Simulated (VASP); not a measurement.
Set up this calculation in VASP 6.6.1, as the native input.

```yaml
Task: single point
Functional: BLYP
Potentials_or_basis: VASP PAW PBE potentials, release 64 (Pd)
Cutoff: 520 eV
k_mesh: 14 × 14 × 14
Occupations: fermi-dirac, width 0.1 eV
Spin: no spin polarisation
Dipole_correction: no
Further_INCAR_settings: ALGO = Normal; EDIFF = 1e-06; NBANDS = 11
```

The structure of Pd lies in POSCAR:

```
Pd
1.0
   -1.6038113644      1.6038113644      1.6038113644
    1.6038113644     -1.6038113644      1.6038113644
    1.6038113644      1.6038113644     -1.6038113644
Pd
1
Direct
    0.0000000000      0.0000000000      0.0000000000
```

One way to write it, as run:

INCAR

```
AGGAC    = 1.0          
AGGAX    = 1.0          
ALDAC    = 0.0          
ALDAX    = 1.0          
ALGO     = Normal         # electronic algorithm
EDIFF    = 1E-6           # SCF threshold, eV
ENCUT    = 520            # plane-wave cutoff, eV
GGA      = B5             # functional
ISIF     = 2              # what is computed and relaxed
ISMEAR   = -1             # smearing method
LASPH    = T              # aspherical terms in the spheres
LCHARG   = F              # write CHGCAR
LREAL    = F              # projectors in reciprocal space
LWAVE    = F              # write WAVECAR
NBANDS   = 11             # bands
NELM     = 80             # most SCF steps
PREC     = Accurate       # precision mode
SIGMA    = 0.1            # smearing width, eV
```

KPOINTS

```
k-points
0
Gamma
  14 14 14
```

Potentials or basis: VASP PAW PBE potentials, release 64 (Pd).

Run with:

```console
$ cat potpaw_PBE.64/Pd/POTCAR > POTCAR
$ mpirun -np 1 vasp_std > vasp.out
```

It gave:

```json
{"Pressure": "0.3 GPa", "Band gap on the k mesh": "zero (band 5 reaches 9.00 eV, above the bottom of band 6 at 7.60 eV)"}
```

Caveat: the PAW data sets were made with another functional, which shifts forces and pressure a little.

Wall time 11 s on 1 thread of Intel(R) Xeon(R) Platinum 8488C (Sapphire Rapids) (shared host), peak memory 0.14 GiB.
